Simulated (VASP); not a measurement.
# Mg16O16F (a cell with a defect) in VASP: a series of runs

Runs on Mg16O16F (a cell with a defect). Level: PBE. Tasks: single point.

All numbers are computed with VASP 6.6.1; they aren't measurements. Logs are shortened: lines on timing, memory, paths and dates and some standing lists are left out, and cuts for length are marked.

**1. The cell of the first run**

The cell holds a defect, 33 atoms: a = 7.369 Å, b = 7.369 Å, c = 7.369 Å, α = 109.47°, β = 109.47°, γ = 109.47°.

**2. Single point, PBE, collinear spin**

INCAR reads:

```
SYSTEM = Mg16O16F
  ALGO = Normal
  EDIFF = 1E-6
  ENCUT = 520
  GGA = PE
  GGA_COMPAT = .False.
  ISIF = 2
  ISMEAR = -1
  ISPIN = 2
  ISYM = -1
  LASPH = .True.
  LCHARG = .True.
  LELF = .True.
  LORBIT = 11
  LREAL = Auto
  LVHAR = .True.
  LWAVE = .False.
  MAGMOM = 0 0 0 0 0 0 0 0 0 0 0 0 0 0 0 0 0.03 0 0 0 0 0.19 0 0 0 0 0.57 0 0 0 0 0.06 0.18
  NBANDS = 94
  NELM = 200
  NUPDOWN = 1.0
  PREC = Accurate
  SIGMA = 0.01
```

KPOINTS reads:

```
explicit points
1
Reciprocal
  0.25000000   0.25000000   0.25000000 1
```

POSCAR reads:

```
Mg16O16F
1.0
   -4.2543812300      4.2543812300      4.2543812300
    4.2543812300     -4.2543812300      4.2543812300
    4.2543812300      4.2543812300     -4.2543812300
Mg O F
16 16 1
Direct
    0.0045242772      0.0051117892      0.0046863454
    0.0058801736      0.2570647624      0.7553295829
    0.0065990795      0.5063415532      0.5059414950
    0.0059063818      0.7557227071      0.2566390836
    0.2565388340      0.0064829639      0.7553265272
    0.2403289561      0.2409129424      0.5057183134
    0.2403531665      0.5060217652      0.2405025419
    0.2565043989      0.7557238823      0.0060774995
    0.5058443011      0.0071541544      0.5059915611
    0.5055960864      0.2409336269      0.2404923171
    0.5058211485      0.5063591821      0.0067572694
    0.5012308218      0.7710192911      0.7706401525
    0.7551726858      0.0064676855      0.2566642341
    0.7551811477      0.2570620593      0.0060275510
    0.7704833730      0.5018123399      0.7706420329
    0.7705061730      0.7710578396      0.5013859560
    0.0064719165      0.0070199398      0.5066394814
   -0.0141497663      0.2486815221      0.2482858124
    0.0064846093      0.5070541128      0.0066283435
    0.0286382422      0.7620102254      0.7616226250
    0.2480839029     -0.0135324027      0.2482298701
    0.2481204535      0.2486604850     -0.0139913413
    0.2587004879      0.5068210589      0.7550229578
    0.2587083622      0.7554196078      0.5063923244
    0.5064747101      0.0070001954      0.0065974341
    0.5062814975      0.2592747195      0.7550289516
    0.3927350206      0.3931945469      0.3928902723
    0.5062397758      0.7554193727      0.2588536242
    0.7614477464      0.0291631129      0.7615824311
    0.7548876855      0.2592832989      0.5064381595
    0.7548787535      0.5068322239      0.2588579726
    0.7614673732      0.7619958872      0.0287676382
    0.6516060386      0.6521673423      0.6517269728
```

Potentials or basis: VASP PAW PBE potentials, release 64 (Mg, O, F).

On the command line:

```
$ cat potpaw_PBE.64/Mg/POTCAR potpaw_PBE.64/O/POTCAR potpaw_PBE.64/F/POTCAR > POTCAR
$ mpirun -np 1 vasp_std > vasp.out
```

OUTCAR:

```text
SYSTEM = Mg16O16F
   EDIFF = 1E-6
   ENCUT = 520
   GGA = PE
   ISIF = 2
   ISMEAR = -1
   ISPIN = 2
   ISYM = -1
   LASPH = .True.
   LORBIT = 11
   LREAL = Auto
   NELM = 200
   NUPDOWN = 1.0
   PREC = Accurate

 ion  position               nearest neighbor table
   1  0.005  0.005  0.005-  21 2.15  22 2.15  18 2.15  29 2.18  32 2.18  20 2.18  33 2.60  14 3.02
                             2 3.02  13 3.02   7 3.02   4 3.02   8 3.02   5 3.02   6 3.02  10 3.02
   2  0.006  0.257  0.755-  29 2.04  22 2.05  17 2.12  19 2.13  30 2.14  23 2.14  15 2.89   6 2.91
                             7 2.92  16 2.93   8 3.00   3 3.00  13 3.00  11 3.01   9 3.01   5 3.02
   3  0.007  0.506  0.506-  20 2.09  18 2.11  30 2.12  31 2.12  23 2.13  24 2.13  12 2.98   2 3.00
                             4 3.00   6 3.01   7 3.01  13 3.01  14 3.01   8 3.01   5 3.01  16 3.02
   4  0.006  0.756  0.257-  32 2.04  21 2.05  19 2.12  17 2.13  31 2.14  24 2.14  16 2.89   7 2.91
                             6 2.92  15 2.93  14 3.00   3 3.00   5 3.00   9 3.01  11 3.01   8 3.02
   5  0.257  0.006  0.755-  20 2.04  22 2.05  17 2.12  25 2.13  24 2.14  26 2.14  12 2.89   6 2.91
                            10 2.92  16 2.93   9 3.00  14 3.00   4 3.00  11 3.01   3 3.01   2 3.02
   6  0.240  0.241  0.506-  27 1.90  17 1.99  23 2.12  26 2.12  18 2.21  21 2.21   5 2.91   2 2.91
                            13 2.92   4 2.92   3 3.01   9 3.01   1 3.02  11 3.02  12 3.19  15 3.19
   7  0.240  0.506  0.241-  27 1.90  19 1.99  24 2.12  28 2.12  22 2.21  18 2.21   8 2.91   4 2.91
                            14 2.92   2 2.92   3 3.01  11 3.01   1 3.02   9 3.02  12 3.19  16 3.19
   8  0.257  0.756  0.006-  20 2.04  21 2.05  19 2.12  25 2.13  23 2.14  28 2.14  12 2.89   7 2.91
                            10 2.92  15 2.93   2 3.00  13 3.00  11 3.00   9 3.01   3 3.01   4 3.02
   9  0.506  0.007  0.506-  29 2.09  21 2.11  28 2.12  24 2.12  26 2.13  30 2.13  15 2.98   5 3.00
[... 10 lines left out ...]
                             7 2.92  12 2.93   5 3.00  11 3.00   4 3.00   3 3.01   9 3.01  13 3.02
  15  0.770  0.502  0.771-  33 1.88  19 1.99  26 2.10  30 2.10  32 2.24  20 2.24  14 2.89   2 2.89
                             4 2.93   8 2.93   9 2.98  11 3.02   3 3.02   1 3.03  10 3.19   6 3.19
  16  0.771  0.771  0.501-  33 1.88  17 1.99  31 2.10  28 2.10  29 2.24  20 2.24  13 2.89   4 2.89
                             2 2.93   5 2.93  11 2.98   9 3.02   3 3.02   1 3.03  10 3.19   7 3.19
  17  0.006  0.007  0.507-  16 1.99   6 1.99   5 2.12   2 2.12  13 2.13   4 2.13
  18  0.986  0.249  0.248-  13 2.05  14 2.05   3 2.11   1 2.15   7 2.21   6 2.21
  19  0.006  0.507  0.007-  15 1.99   7 1.99   8 2.12   4 2.12   2 2.13  14 2.13
  20  0.029  0.762  0.762-   8 2.04   5 2.04   3 2.09   1 2.18  15 2.24  16 2.24
  21  0.248  0.986  0.248-   8 2.05   4 2.05   9 2.11   1 2.15   6 2.21  10 2.21
  22  0.248  0.249  0.986-   5 2.05   2 2.05  11 2.11   1 2.15   7 2.21  10 2.21
  23  0.259  0.507  0.755-  12 2.10   6 2.12  11 2.12   3 2.13   8 2.14   2 2.14
  24  0.259  0.755  0.506-  12 2.10   7 2.12   9 2.12   3 2.13   5 2.14   4 2.14
  25  0.506  0.007  0.007-  12 1.99  10 1.99  13 2.12  14 2.12   5 2.13   8 2.13
  26  0.506  0.259  0.755-  15 2.10   6 2.12  11 2.12   9 2.13  14 2.14   5 2.14
  27  0.393  0.393  0.393-   6 1.90  10 1.90   7 1.90  33 1.91
  28  0.506  0.755  0.259-  16 2.10   7 2.12   9 2.12  11 2.13  13 2.14   8 2.14
  29  0.761  0.029  0.762-   2 2.04  14 2.04   9 2.09   1 2.18  16 2.24  12 2.24
  30  0.755  0.259  0.506-  15 2.10  10 2.12   3 2.12   9 2.13   2 2.14  13 2.14
  31  0.755  0.507  0.259-  16 2.10  10 2.12   3 2.12  11 2.13   4 2.14  14 2.14
  32  0.761  0.762  0.029-   4 2.04  13 2.04  11 2.09   1 2.18  15 2.24  12 2.24
[... 261 lines left out ...]
 k-point     1 :       0.2500    0.2500    0.2500
  band No.  band energies     occupation
      1     -20.1581      1.00000
      2     -13.6121      1.00000
      3     -13.6119      1.00000
      4     -13.5965      1.00000
      5     -13.2655      1.00000
      6     -12.9416      1.00000
[... 71 lines left out ...]
     78      12.6171      0.00000
     79      12.7767      0.00000
 [bands above 79 left out]

------------------------ aborting loop because EDIFF is reached ----------------------------------------

  FORCE on cell =-STRESS in cart. coord.  units (eV):
  Direction    XX          YY          ZZ          XY          YZ          ZX
  --------------------------------------------------------------------------------------
  -------------------------------------------------------------------------------------
  Total       15.3087201     15.2997285     15.3208783      2.1389213      2.1376072      2.1369089
  in kB       79.6306504     79.5838792     79.6938929     11.1259265     11.1190911     11.1154589
  external PRESSURE =      79.6361408 kB  Pullay stress =       0.0000000 kB

 VOLUME and BASIS-vectors are now :
 -----------------------------------------------------------------------------
  energy-cutoff  :      520.00
  volume of cell :      308.01
      direct lattice vectors                 reciprocal lattice vectors
    -4.254381230  4.254381230  4.254381230     0.000000000  0.117525904  0.117525904
     4.254381230 -4.254381230  4.254381230     0.117525904  0.000000000  0.117525904
     4.254381230  4.254381230 -4.254381230     0.117525904  0.117525904  0.000000000

 POSITION                                       TOTAL-FORCE (eV/Angst)
 -----------------------------------------------------------------------------------
      0.02244      0.01744      0.02106        -0.003023      0.001311     -0.001147
      4.28209      2.14483     -2.09479        -0.002780      0.005018      0.001307
      4.27856      0.02637      0.02978         0.000031     -0.001452     -0.000655
      4.28185     -2.09816      2.14842        -0.001075      0.000293      0.004827
      2.14961      4.27728     -2.09445         0.003284     -0.001880     -0.004655
      2.15400      2.14903     -0.10413        -0.004485     -0.002770     -0.004078
[... 25 lines left out ...]
      0.12464      0.12014      6.35900        -0.002045     -0.003706     -0.004928
      2.77508      2.77031      2.77405         0.009164      0.004943      0.007424
 -----------------------------------------------------------------------------------
    total drift:                               -0.031211     -0.024886     -0.025115

  FREE ENERGIE OF THE ION-ELECTRON SYSTEM (eV)
  ---------------------------------------------------
  free  energy   TOTEN  =      -190.2046851611 eV

  energy  without entropy=     -190.2046851611  energy(sigma->0) =     -190.20468516

 total charge

# of ion       s       p       d       tot
------------------------------------------
    1        0.138   0.155   0.066   0.359
    2        0.151   0.182   0.082   0.414
    3        0.147   0.173   0.077   0.397
    4        0.151   0.182   0.082   0.414
    5        0.151   0.182   0.082   0.414
    6        0.157   0.192   0.088   0.436
[... 25 lines left out ...]
   32        1.544   3.552   0.000   5.096
   33        1.757   4.447   0.000   6.204
--------------------------------------------------
tot         28.900  64.093   1.302  94.295

 magnetization (x)

# of ion       s       p       d       tot
------------------------------------------
    1       -0.000  -0.001  -0.000  -0.001
    2        0.000   0.000   0.000   0.000
    3        0.000   0.000   0.000   0.000
    4        0.000   0.000   0.000   0.000
    5        0.000   0.000   0.000   0.000
    6       -0.001  -0.002   0.000  -0.003
[... 25 lines left out ...]
   32        0.000   0.010   0.000   0.010
   33        0.005   0.150   0.000   0.154
--------------------------------------------------
tot          0.015   0.854   0.001   0.870
```

Run time: 1.9 min. Hardware: 1 thread of AMD EPYC 9R45 (Zen 5), shared host; peak memory 0.53 GiB.

What came out:

```
Free energy                                           : -190.2047 eV
Pressure                                              : 8.0 GPa
Largest force                                         : 0.022 eV/Å
Net moment                                            : 1.00 μB per cell
Site moments                                          : Mg -0.00, +0.00 (each value once); O +0.01, +0.04, +0.00, +0.56 (each value once); F +0.15 μB
Valence electrons inside the program's atomic spheres : Mg 0.36, 0.41, 0.40, 0.44 (each value once); O 5.12, 5.09, 5.10, 5.04 (each value once); F 6.20
```

Forces on the atoms (eV/Å):
```
Mg  -0.003  0.001 -0.001
Mg  -0.003  0.005  0.001
Mg   0.000 -0.001 -0.001
Mg  -0.001  0.000  0.005
Mg   0.003 -0.002 -0.005
Mg  -0.004 -0.003 -0.004
Mg  -0.002 -0.006 -0.001
Mg   0.004 -0.003  0.000
Mg  -0.002 -0.008 -0.002
Mg  -0.004 -0.004 -0.006
Mg  -0.001 -0.003 -0.003
Mg  -0.012  0.012  0.012
Mg  -0.002 -0.002  0.003
Mg   0.000  0.004 -0.003
Mg   0.012 -0.012  0.014
Mg   0.012  0.013 -0.012
O   -0.001 -0.002  0.002
O    0.006  0.002  0.005
O   -0.002  0.003 -0.003
O   -0.005 -0.004 -0.003
O    0.001  0.013 -0.001
O    0.005  0.001  0.009
O    0.002  0.000 -0.005
O    0.005 -0.005 -0.001
O    0.003  0.000  0.001
O   -0.002  0.003 -0.007
O    0.000  0.001  0.002
O   -0.002 -0.005  0.005
O   -0.001 -0.002 -0.002
O   -0.007  0.002 -0.003
O   -0.006 -0.002  0.002
O   -0.002 -0.004 -0.005
F    0.009  0.005  0.007
```

Stress tensor (GPa, compression positive):
```
7.96 1.11 1.11
1.11 7.96 1.11
1.11 1.11 7.97
```

Caveat: the total moment is fixed, so each spin has its own Fermi level.

**3. Single point, PBE, collinear spin**

INCAR reads:

```
  PREC = Accurate
  ENCUT = 520
  EDIFF = 1E-6
  ISMEAR = -1
  SIGMA = 0.01
  LREAL = Auto
  LASPH = True
  NELM = 200
  ALGO = Normal
  ISIF = 2
  LWAVE = False
  LCHARG = False
  ISPIN = 2
  MAGMOM = 0 0 0 0 0 0 0 0 0 0 0 0 0 0 0 0 0.03 0 0 0 0 0.19 0 0 0 0 0.57 0 0 0 0 0.06 0.18
  LORBIT = 11
  NUPDOWN = 1.0
  GGA = PE
  NBANDS = 94
  GGA_COMPAT = False
  ISYM = -1
```

KPOINTS is that of step 2.

POSCAR reads:

```
Mg16O16F
1.0
   -4.2543812300      4.2543812300      4.2543812300
    4.2543812300     -4.2543812300      4.2543812300
    4.2543812300      4.2543812300     -4.2543812300
Mg O F
16 16 1
Direct
    0.0040980107      0.0046521454      0.0067040301
    0.0019817218      0.2531270570      0.7553326386
    0.0025293925      0.5038622268      0.5059255115
    0.0046352217      0.7544439077      0.2566504836
    0.2525589368      0.0025245739      0.7553268798
    0.2340891533      0.2346418776      0.5014283828
    0.2380973743      0.5038652824      0.2405019543
    0.2527171266      0.7545963388      0.0060700954
    0.5033080921      0.0030730673      0.5059134064
    0.5033057416      0.2386245955      0.2404879687
    0.5032972797      0.5038577608      0.0046409804
    0.5033120880      0.7730717635      0.7706539031
    0.7538927112      0.0051897089      0.2566608259
    0.7540587753      0.2532766675      0.0060709181
    0.7725168062      0.5038646948      0.7706475567
    0.7685383193      0.7690979776      0.5057238371
    0.0033310367      0.0038862291      0.5066403041
    0.0071465152      0.2563009615      0.2588644366
    0.0032760346      0.5038623443      0.0066178837
   -0.0005301594      0.7524641838      0.7550266011
    0.2557429485      0.0077007673      0.2588632613
    0.2410405755      0.2415887163     -0.0139912238
    0.2361318711      0.5038611690      0.7616102847
    0.2547063701      0.7514219641      0.5064253492
    0.5033071519      0.0038292290      0.0066140053
    0.5033057416      0.2366841253      0.7616047610
    0.5033254859      0.5038624618      0.3928379733
    0.5033103251      0.7661376176      0.2482872227
    0.7519067585      0.0000255031      0.7550255434
    0.7508667718      0.2552610923      0.5064258193
    0.7655644438      0.5038584659      0.2482628949
    0.7704774967      0.7710332767      0.0287749248
    0.5032976323      0.5038523546      0.6517328491
```

Potentials or basis: VASP PAW PBE potentials, release 64 (Mg, O, F).

On the command line:

```
$ cat potpaw_PBE.64/Mg/POTCAR potpaw_PBE.64/O/POTCAR potpaw_PBE.64/F/POTCAR > POTCAR
$ mpirun -np 1 vasp_std > vasp.out
```

It took 1.8 min on 1 thread of AMD EPYC 9R45 (Zen 5), shared host; peak memory 0.53 GiB.

It converged, with:

```yaml
Free_energy: -190.2048 eV
Pressure: 8.0 GPa
Largest_force: 0.017 eV/Å
Net_moment: 1.00 μB per cell
Site_moments: Mg +0.00, -0.00 (each value once); O +0.01, +0.00, +0.04, +0.56 (each value once); F +0.15 μB
Valence_electrons_inside_the_program's_atomic_spheres: Mg 0.40, 0.41, 0.44, 0.36 (each value once); O 5.12, 5.09, 5.10, 5.04 (each value once); F 6.20
```

Forces on the atoms (eV/Å):
```
Mg   0.000  0.000  0.000
Mg  -0.001  0.000  0.002
Mg   0.000 -0.003  0.000
Mg   0.000 -0.002 -0.003
Mg   0.000 -0.001  0.003
Mg   0.009  0.010  0.008
Mg  -0.005 -0.001  0.005
Mg  -0.003  0.001  0.001
Mg  -0.002  0.001 -0.001
Mg   0.001 -0.005  0.005
Mg   0.001  0.002 -0.002
Mg  -0.010  0.010 -0.010
Mg  -0.003 -0.001 -0.002
Mg   0.000 -0.003  0.000
Mg   0.009 -0.009 -0.010
Mg  -0.006 -0.007  0.001
O    0.001  0.000 -0.002
O    0.000 -0.006 -0.005
O    0.000  0.004  0.001
O    0.002  0.004  0.005
O   -0.006  0.001 -0.005
O    0.000  0.000 -0.006
O   -0.005 -0.002  0.007
O    0.006 -0.003  0.001
O    0.004  0.000  0.000
O   -0.003 -0.004  0.007
O    0.000  0.000  0.001
O    0.004  0.001 -0.003
O    0.004  0.002  0.006
O   -0.003  0.006  0.001
O    0.003  0.006 -0.002
O   -0.006 -0.006  0.005
F    0.007  0.006 -0.006
```

Stress tensor (GPa, compression positive):
```
 7.97  1.12 -1.11
 1.12  7.97 -1.11
-1.11 -1.11  7.97
```

Caveat: the total moment is fixed, so each spin has its own Fermi level.
